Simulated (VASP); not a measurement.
Runs of VASP 6.6.1 on PbSe. The structure is that of space group Pm-3m (No. 221), or close to it. The cells are those of the table. 

| cell | gap on the mesh (eV) | pressure (GPa) |
| --- | --- | --- |
| a = 3.930 Å, 2 atoms | none | -8.0 |
| a = 3.733 Å, 2 atoms | none | -2.9 |
| a = 3.784 Å, 2 atoms | none | (a) |
| a = 3.883 Å, 2 atoms | none | -7.2 |
| a = 3.626 Å, 2 atoms | none | (b) |
| a = 3.834 Å, 2 atoms | none | -6.1 |
| a = 3.681 Å, 2 atoms | none | -0.7 |

Alike in all rows: task single point; level LDA; potentials or basis VASP PAW LDA potentials, release 64 (Pb_d, Se); no spin polarisation; k mesh 6 × 6 × 6; cutoff (eV) 500; smearing fermi-dirac 0.05 eV.

Problem. Fill in the values left out.

Solution. (a) -4.7; (b) 2.2.

Caveats: spin-orbit coupling is left out, which moves the levels of the heavy elements; the cell stands under tension (at least some runs); semilocal functionals underestimate gaps, so a narrow gap can read as zero (at least some runs).

A k mesh can miss the band edges, and the runs leave out spin-orbit coupling on Pb, Se.

A gap of «none» marks levels without a gap at the run's occupations.
